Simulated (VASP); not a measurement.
Here is a VASP 6.6.1 calculation.

File INCAR:

```
SYSTEM = CdAu
  PREC = Accurate
  ENCUT = 600
  EDIFF = 1E-6
  ISMEAR = 0
  SIGMA = 0.1
  LREAL = .FALSE.
  LASPH = .TRUE.
  NELM = 60
  ALGO = Fast
  ISIF = 3
  LWAVE = .FALSE.
  LCHARG = .FALSE.
  GGA = PS
  IBRION = 2
  NSW = 100
  EDIFFG = -0.005
```

The input KPOINTS:

```
Automatic mesh
0
G
  15 15 10
  0 0 0
```

POSCAR

```
CdAu
1.0
    3.0903320757      0.0000000000      0.0000000000
   -1.5451660378      2.6763060837      0.0000000000
    0.0000000000      0.0000000000      4.6012820500
Cd Au
1 1
Direct
    0.0000000000      0.0000000000      0.0000000000
    0.3333333300      0.6666666700      0.5000000000
```

Potentials or basis: VASP PAW PBE potentials, release 64 (Cd, Au).

The run is started by

```sh
$ cat potpaw_PBE.64/Cd/POTCAR potpaw_PBE.64/Au/POTCAR > POTCAR
$ mpirun -np 1 vasp_std > vasp.out
```

Estimate the relaxed cell.

a = 3.030 Å, b = 3.030 Å, c = 4.613 Å, α = 90.00°, β = 90.00°, γ = 120.00°.

Predict the space group after relaxing (to 0.05 Å).

P-6m2 (No. 187).

Predict the relaxed volume.

18.34 Å³/atom.

Final structure:
```
Cd Au
1.0
     3.03007    0.00000    0.00000
    -1.51503    2.62411    0.00000
     0.00000    0.00000    4.61325
Cd Au
1 1
Cartesian
  0.0000 0.0000 0.0000
  0.0000 1.7494 2.3066
```

Caveat: the PAW data sets were made with another functional, which shifts forces and pressure a little.
